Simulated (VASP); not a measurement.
A run of VASP 6.6.1 is set up as follows.

INCAR

```
PREC     = Accurate       # precision mode
ENCUT    = 520            # plane-wave cutoff, eV
EDIFF    = 1E-6           # SCF threshold, eV
ISMEAR   = 0              # smearing method
SIGMA    = 0.02           # smearing width, eV
LREAL    = Auto         
LASPH    = T              # aspherical terms in the spheres
NELM     = 100            # most SCF steps
ALGO     = Normal         # electronic algorithm
ISIF     = 2              # what is computed and relaxed
LWAVE    = F              # write WAVECAR
LCHARG   = F              # write CHGCAR
GGA      = PE             # functional
IVDW     = 12             # dispersion correction
NBANDS   = 56             # bands
```

The input KPOINTS:

```
Automatic mesh
0
Gamma
  6 4 4
```

File POSCAR:

```
H4C2O
1.0
    4.6810385233      0.0000000000     -0.0015089159
    0.0000000000      8.3560706900      0.0000000000
   -3.5173354885      0.0000000000      6.5137573046
H C O
16 8 4
Direct
    0.8388081543      0.6101377854      0.5611138190
    0.1611918457      0.1101377854      0.9388861810
    0.1611918457      0.3898622146      0.4388861810
    0.8388081543      0.8898622146      0.0611138190
    0.9300472981      0.4366668931      0.7363391667
    0.0699527019      0.9366668931      0.7636608333
    0.0699527019      0.5633331069      0.2636608333
    0.9300472981      0.0633331069      0.2363391667
    0.5777250365      0.5552389570      0.8758005635
    0.4222749635      0.0552389570      0.6241994365
    0.4222749635      0.4447610430      0.1241994365
    0.5777250365      0.9447610430      0.3758005635
    0.4789027825      0.7273807992      0.6975663026
    0.5210972175      0.2273807992      0.8024336974
    0.5210972175      0.2726192008      0.3024336974
    0.4789027825      0.7726192008      0.1975663026
    0.8511064154      0.5610677739      0.7013132360
    0.1488935846      0.0610677739      0.7986867640
    0.1488935846      0.4389322261      0.2986867640
    0.8511064154      0.9389322261      0.2013132360
    0.6449016176      0.6297689686      0.7807381385
    0.3550983824      0.1297689686      0.7192618615
    0.3550983824      0.3702310314      0.2192618615
    0.6449016176      0.8702310314      0.2807381385
    0.9859285203      0.6691579257      0.8744090561
    0.0140714797      0.1691579257      0.6255909439
    0.0140714797      0.3308420743      0.1255909439
    0.9859285203      0.8308420743      0.3744090561
```

Potentials or basis: VASP PAW PBE potentials, release 64 (H, C, O).

Launch:

```console
$ cat potpaw_PBE.64/H/POTCAR potpaw_PBE.64/C/POTCAR potpaw_PBE.64/O/POTCAR > POTCAR
$ mpirun -np 1 vasp_std > vasp.out
```

Task: What does it give for the dispersion energy per atom?

Result: -0.050 eV.

Task: Estimate the pressure.

Result: 0.4 GPa.

Task: Predict the band gap on the k mesh.

Result: 5.44 eV, indirect (least direct gap 5.54 eV).

Task: What does it give for the largest force?

Result: 0.347 eV/Å.

Forces on the atoms (eV/Å):
```
H    0.009  0.003 -0.017
H   -0.009  0.003  0.017
H   -0.009 -0.003  0.017
H    0.009 -0.003 -0.017
H    0.004 -0.017 -0.002
H   -0.004 -0.017  0.002
H   -0.004  0.017  0.002
H    0.004  0.017 -0.002
H   -0.012 -0.009  0.007
H    0.012 -0.009 -0.007
H    0.012  0.009 -0.007
H   -0.012  0.009  0.007
H   -0.013  0.012 -0.010
H    0.013  0.012  0.010
H    0.013 -0.012  0.010
H   -0.013 -0.012 -0.010
C    0.054 -0.148 -0.159
C   -0.054 -0.148  0.159
C   -0.054  0.148  0.159
C    0.054  0.148 -0.159
C   -0.221 -0.014 -0.055
C    0.221 -0.014  0.055
C    0.221  0.014  0.055
C   -0.221  0.014 -0.055
O    0.180  0.174  0.241
O   -0.180  0.174 -0.241
O   -0.180 -0.174 -0.241
O    0.180 -0.174  0.241
```

A k mesh can miss the band edges. Expect the measured gap to be larger: semilocal functionals such as PBE lack the derivative discontinuity.
